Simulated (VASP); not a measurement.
# MgS (Fm-3m) in VASP: single point with HSE06

Aim: the single point of MgS with HSE06.

Program: VASP 6.6.1. These are calculated values, not measurements. Logs are shortened: lines on timing, memory, paths and dates and some standing lists are left out, and cuts for length are marked.

## Step 1: The cell of the first run

It takes space group Fm-3m (No. 225, cubic). Conventional cell: a = 5.182 Å, b = 5.182 Å, c = 5.182 Å, α = 90.00°, β = 90.00°, γ = 90.00°. Mg (site symmetry m-3m) has 6 S at 2.59 Å within 3.4 Å. Within 3.4 Å of S (site symmetry m-3m) lie 6 Mg at 2.59 Å.

## Step 2: Single point, HSE06

POSCAR reads:

```
MgS
1.0
    0.0000000000      2.5912100399      2.5912100399
    2.5912100399      0.0000000000      2.5912100399
    2.5912100399      2.5912100399      0.0000000000
Mg S
1 1
Direct
    0.0000000000      0.0000000000      0.0000000000
    0.5000000000      0.5000000000      0.5000000000
```

INCAR.step1 reads:

```
SYSTEM = MgS
ALGO     = Normal         ! electronic algorithm
EDIFF    = 1E-5           ! SCF threshold, eV
ENCUT    = 520            ! plane-wave cutoff, eV
GGA      = PE             ! functional
ISIF     = 2              ! what is computed and relaxed
ISMEAR   = 0              ! smearing method
LASPH    = .True.         ! aspherical terms in the spheres
LCHARG   = .False.        ! write CHGCAR
LREAL    = .False.        ! projectors in reciprocal space
LWAVE    = .True.         ! write WAVECAR
NBANDS   = 11             ! bands
NELM     = 100            ! most SCF steps
PREC     = Accurate       ! precision mode
SIGMA    = 0.01           ! smearing width, eV
```

INCAR.step2 reads:

```
SYSTEM = MgS
ALGO     = Normal         ! electronic algorithm
EDIFF    = 1E-6           ! SCF threshold, eV
ENCUT    = 520            ! plane-wave cutoff, eV
GGA      = PE             ! functional
HFSCREEN = 0.2079         ! screening, 1/A
ISIF     = 2              ! what is computed and relaxed
ISMEAR   = 0              ! smearing method
ISTART   = 1            
LASPH    = .True.         ! aspherical terms in the spheres
LCHARG   = .False.        ! write CHGCAR
LHFCALC  = .True.         ! exact exchange
LREAL    = .False.        ! projectors in reciprocal space
LWAVE    = .False.        ! write WAVECAR
NBANDS   = 11             ! bands
NELM     = 100            ! most SCF steps
PREC     = Accurate       ! precision mode
PRECFOCK = Normal       
SIGMA    = 0.01           ! smearing width, eV
```

KPOINTS reads:

```
k-points
0
Gamma
  6 6 6
  0 0 0
```

Potentials or basis: VASP PAW PBE potentials, release 64 (Mg, S).

Started as:

```sh
> cat potpaw_PBE.64/Mg/POTCAR potpaw_PBE.64/S/POTCAR > POTCAR
> cp INCAR.step1 INCAR
> mpirun -np 1 vasp_std > vasp.out
> cp INCAR.step2 INCAR
> mpirun -np 1 vasp_std > vasp.out
```

OUTCAR:

```text
SYSTEM = MgS
   EDIFF = 1E-6
   ENCUT = 520
   GGA = PE
   HFSCREEN = 0.2079
   ISIF = 2
   ISMEAR = 0
   ISTART = 1
   LASPH = .True.
   LHFCALC = .True.
   LREAL = .False.
   NELM = 100
   PREC = Accurate
   PRECFOCK = Normal

 ion  position               nearest neighbor table
   1  0.000  0.000  0.000-   2 2.59   2 2.59   2 2.59   2 2.59   2 2.59   2 2.59
   2  0.500  0.500  0.500-   1 2.59   1 2.59   1 2.59   1 2.59   1 2.59   1 2.59

  LATTYP: Found a face centered cubic cell.
 ALAT       =     5.1824200798

  Lattice vectors:

 A1 = (   0.0000000000,   2.5912100399,   2.5912100399)
 A2 = (   2.5912100399,   0.0000000000,   2.5912100399)
 A3 = (   2.5912100399,   2.5912100399,   0.0000000000)

Analysis of symmetry for initial positions (statically):
=====================================================================
 Subroutine PRICEL returns:
 Original cell was already a primitive cell.

 Routine SETGRP: Setting up the symmetry group for a
 face centered cubic supercell.

 Subroutine GETGRP returns: Found 48 space group operations
 (whereof 48 operations were pure point group operations)
 out of a pool of 48 trial point group operations.

The static configuration has the point symmetry O_h .

Analysis of symmetry for dynamics (positions and initial velocities):
=====================================================================
 Subroutine PRICEL returns:
 Original cell was already a primitive cell.

 Routine SETGRP: Setting up the symmetry group for a
 face centered cubic supercell.

 Subroutine GETGRP returns: Found 48 space group operations
 (whereof 48 operations were pure point group operations)
 out of a pool of 48 trial point group operations.

The dynamic configuration has the point symmetry O_h .

 Subroutine INISYM returns: Found 48 space group operations
 (whereof 48 operations are pure point group operations),
 and found     1 'primitive' translations

----------------------------------------------------------------------------------------

                                     Primitive cell

  volume of cell :      34.7967

  direct lattice vectors                    reciprocal lattice vectors
     0.000000000  2.591210040  2.591210040    -0.192960043  0.192960043  0.192960043
     2.591210040  0.000000000  2.591210040     0.192960043 -0.192960043  0.192960043
     2.591210040  2.591210040  0.000000000     0.192960043  0.192960043 -0.192960043

  length of vectors
     3.664524381  3.664524381  3.664524381     0.334216598  0.334216598  0.334216598

  position of ions in fractional coordinates (direct lattice)
     0.000000000  0.000000000  0.000000000
     0.500000000  0.500000000  0.500000000

  ion indices of the primitive-cell ions
   primitive index   ion index
                 1           1
                 2           2

----------------------------------------------------------------------------------------

 KPOINTS: k-points

Automatic generation of k-mesh.
 Grid dimensions read from file:
 generate k-points for:    6    6    6

 Generating k-lattice:

  Cartesian coordinates                     Fractional coordinates (reciprocal lattice)
    -0.032160007  0.032160007  0.032160007     0.166666667  0.000000000  0.000000000
     0.032160007 -0.032160007  0.032160007     0.000000000  0.166666667  0.000000000
     0.032160007  0.032160007 -0.032160007     0.000000000  0.000000000  0.166666667

  Length of vectors
     0.055702766  0.055702766  0.055702766

  Shift w.r.t. Gamma in fractional coordinates (k-lattice)
     0.000000000  0.000000000  0.000000000

 Subroutine IBZKPT returns following result:
 ===========================================

 Found     16 irreducible k-points:

 Following reciprocal coordinates:
            Coordinates               Weight
  0.000000  0.000000  0.000000      1.000000
  0.166667  0.000000  0.000000      8.000000
  0.333333  0.000000  0.000000      8.000000
  0.500000  0.000000  0.000000      4.000000
  0.166667  0.166667  0.000000      6.000000
  0.333333  0.166667  0.000000     24.000000
[... 8 lines left out ...]
 -0.333333  0.333333  0.166667     24.000000
 -0.333333  0.500000  0.166667     12.000000
   k-points           NKPTS =     16   k-points in BZ     NKDIM =    216   number of bands    NBANDS=     11
   number of dos      NEDOS =    301   number of ions     NIONS =      2
   total plane-waves  NPLWV =  21952
   dimension x,y,z NGX =    28 NGY =   28 NGZ =   28
   dimension x,y,z NGXF=    56 NGYF=   56 NGZF=   56
   ions per type =               1   1
   NGX,Y,Z   is equivalent  to a cutoff of  12.70, 12.70, 12.70 a.u.
   NGXF,Y,Z  is equivalent  to a cutoff of  25.41, 25.41, 25.41 a.u.
 SYSTEM =  MgS
   PREC   = accura    normal or accurate (medium, high low for compatibility)
   ISTART =      1    job   : 0-new  1-cont  2-samecut
   ICHARG =      0    charge: 1-file 2-atom 10-const
   ISPIN  =      1    spin polarized calculation?
   LNONCOLLINEAR =      F non collinear calculations
   LSORBIT =      F    spin-orbit coupling
   LASPH  =      T    aspherical Exc in radial PAW
   ENCUT  =  520.0 eV  38.22 Ry    6.18 a.u.   6.81  6.81  6.81*2*pi/ulx,y,z
   NELM   =    100;   NELMIN=  2; NELMDL=  0     # of ELM steps
   EDIFF  = 0.1E-05   stopping-criterion for ELM
   LREAL  =      F    real-space projection
   EDIFFG = 0.1E-04   stopping-criterion for IOM
   NSW    =      0    number of steps for IOM
   IBRION =     -1    ionic relax: 0-MD 1-quasi-New 2-CG
   NFREE  =      0    steps in history (QN), initial steepest desc. (CG)
   ISIF   =      2    stress and relaxation
   ISYM   =      3    0-nonsym 1-usesym 2-fastsym
   POTIM  = 0.5000    time-step for ionic-motion
   TEBEG  =    0.0;   TEEND  =   0.0 temperature during run
   PSTRESS=    0.0 pullay stress
   NELECT =       8.0000    total number of electrons
   NUPDOWN=      -1.0000    fix difference up-down
   EMIN   =  10.00;   EMAX   =-10.00  energy-range for DOS
   EFERMI =   0.00;   METHOD = LEGACY
   ISMEAR =     0;   SIGMA  =   0.01  broadening in eV -4-tet -1-fermi 0-gaus
   EFERMI_NEDOS =   21; number of points for ismear=-14 and -15
   IALGO  =     38    algorithm
   IMIX   =      1    mixing-type and parameters
     AMIX     =   0.40;   BMIX     =  1.00
     AMIX_MAG =   1.60;   BMIX_MAG =  1.00
  volume/ion in A,a.u.               =      17.40       117.41
  Fermi-wavevector in a.u.,A,eV,Ry     =   1.002903  1.895212 13.684933  1.005814
  Thomas-Fermi vector in A             =   2.135420
   LORBIT       =      0    0 simple, 1 ext, 2 COOP (PROOUT), +10 PAW based schemes
   GGA     = PE    functional components
   LHFCALC =     T    Hartree Fock is set to
   PRECFOCK=normal    Normal, Fast or Accurate (Low or Medium for compatibility)
   ENCUT4O =  -1.0   cutoff for four orbital integrals eV
   NKREDX  =     1    reduce k-point grid by
   NKREDY  =     1    reduce k-point grid by
   NKREDZ  =     1    reduce k-point grid by
   AEXX    =    0.2500 exact exchange contribution
   HFSCREEN=    0.2079 screening length (either q_TF or 0.3 A-1)
   HFSCREENC=   0.2079 screening length for correlation (either q_TF or 0.3 A-1)
   ENCUTFOCK=  -1.0 apply spherical cutoff to Coloumb kernel
   IVDW    =     0    specifies the selected vdW correction
   LEPSILON=     F    determine dielectric tensor
   LRPA    =     F    only Hartree local field effects (RPA)
 non-spin polarized calculation
 Gauss-broadening in eV      SIGMA  =   0.01
  energy-cutoff  :      520.00
  volume of cell :       34.80
 maximum number of plane-waves:       960
  NGX = 24; NGY = 24; NGZ = 24

 number of electron       7.9999999 magnetization

 Free energy of the ion-electron system (eV)
  ---------------------------------------------------
  ext. energy  EPLUGINS =         0.00000000
  ---------------------------------------------------
  free energy    TOTEN  =        -9.88752239 eV

  energy without entropy =       -9.88752239  energy(sigma->0) =       -9.88752239

 E-fermi :   3.3103     XC(G=0):  -8.0887

 val. band max:        3.1711974811   @ k =   0.0000   0.0000   0.0000
 cond. band min:       6.9511641222   @ k =   0.5000   0.5000   0.0000
 fundamental gap:      3.7799666411
 Fermi energy:         3.3103494721

 k-point     1 :       0.0000    0.0000    0.0000
  band No.  band energies     occupation
      1     -10.8664      2.00000
      2       3.1712      2.00000
      3       3.1712      2.00000
      4       3.1712      2.00000
      5       8.0692      0.00000
      6      12.2701      0.00000
      7      12.2701      0.00000
      8      12.2701      0.00000
      9      14.8772      0.00000
     10      14.8772      0.00000
     11      16.9376      0.00000

 k-point     2 :       0.1667    0.0000    0.0000
  band No.  band energies     occupation
      1     -10.5718      2.00000
      2       1.4268      2.00000
      3       2.9834      2.00000
      4       2.9834      2.00000
      5       9.1640      0.00000
      6      12.0142      0.00000
      7      12.5777      0.00000
      8      12.5777      0.00000
      9      14.1370      0.00000
     10      14.1370      0.00000
     11      17.0924      0.00000

 k-point     3 :       0.3333    0.0000    0.0000
  band No.  band energies     occupation
      1      -9.8587      2.00000
      2      -1.0491      2.00000
      3       2.6559      2.00000
      4       2.6559      2.00000
      5       9.0161      0.00000
      6      11.6947      0.00000
      7      11.6947      0.00000
      8      14.0463      0.00000
      9      16.0902      0.00000
     10      16.0902      0.00000
     11      16.1224      0.00000
[... 155 lines left out ...]
 k-point    15 :      -0.3333    0.3333    0.1667
  band No.  band energies     occupation
      1      -9.0581      2.00000
      2      -1.1589      2.00000
      3       0.1732      2.00000
      4       1.4370      2.00000
      5       9.6348      0.00000
      6      11.0498      0.00000
      7      13.1542      0.00000
      8      13.4333      0.00000
      9      16.8732      0.00000
     10      18.7335      0.00000
     11      20.5815      0.00000

 k-point    16 :      -0.3333    0.5000    0.1667
  band No.  band energies     occupation
      1      -8.9412      2.00000
      2      -0.9942      2.00000
      3       0.3157      2.00000
      4       0.7670      2.00000
      5       8.6734      0.00000
      6      10.4429      0.00000
      7      13.7109      0.00000
      8      14.3496      0.00000
      9      18.6532      0.00000
     10      19.8833      0.00000
     11      20.3455      0.00000

------------------------ aborting loop because EDIFF is reached ----------------------------------------

  FORCE on cell =-STRESS in cart. coord.  units (eV):
  Direction    XX          YY          ZZ          XY          YZ          ZX
  --------------------------------------------------------------------------------------
  -------------------------------------------------------------------------------------
  Total        0.0518868      0.0518868      0.0518868     -0.0000000     -0.0000000      0.0000000
  in kB        2.3890738      2.3890738      2.3890738     -0.0000000     -0.0000000      0.0000000
  external PRESSURE =       2.3890738 kB  Pullay stress =       0.0000000 kB

 VOLUME and BASIS-vectors are now :
 -----------------------------------------------------------------------------
  energy-cutoff  :      520.00
  volume of cell :       34.80
      direct lattice vectors                 reciprocal lattice vectors
     0.000000000  2.591210040  2.591210040    -0.192960043  0.192960043  0.192960043
     2.591210040  0.000000000  2.591210040     0.192960043 -0.192960043  0.192960043
     2.591210040  2.591210040  0.000000000     0.192960043  0.192960043 -0.192960043

 POSITION                                       TOTAL-FORCE (eV/Angst)
 -----------------------------------------------------------------------------------
      0.00000      0.00000      0.00000         0.000000     -0.000000     -0.000000
      2.59121      2.59121      2.59121        -0.000000      0.000000      0.000000
 -----------------------------------------------------------------------------------
    total drift:                                0.000059      0.000085      0.000083

  FREE ENERGIE OF THE ION-ELECTRON SYSTEM (eV)
  ---------------------------------------------------
  free  energy   TOTEN  =        -9.8875223930 eV

  energy  without entropy=       -9.8875223930  energy(sigma->0) =       -9.88752239
```

Wall time 24 min (1 thread of AMD EPYC 7R13, shared host); peak memory 0.28 GiB.

What came out:

```
Free energy            : -9.8875 eV
Pressure               : 0.2 GPa
Band gap on the k mesh : 3.78 eV (least direct gap 4.90 eV)
```

Levels at points of the mesh, in eV from the valence-band top:
| k point | band 1 | band 2 | band 3 | band 4 | band 5 | band 6 | band 7 | band 8 |
| --- | --- | --- | --- | --- | --- | --- | --- | --- |
| (0.00, 0.00, 0.00) | -14.04 | 0.00 | 0.00 | 0.00 | 4.90 | 9.10 | 9.10 | 9.10 |
| (0.50, 0.00, 0.00) | -12.57 | -5.34 | -0.66 | -0.66 | 5.57 | 8.07 | 8.07 | 11.73 |
| (0.50, 0.50, 0.00) | -12.15 | -4.66 | -1.87 | -1.87 | 3.78 | 5.30 | 13.65 | 14.38 |

Caveat: the PAW data sets were made with another functional, which shifts forces and pressure a little. A k mesh can miss the band edges.
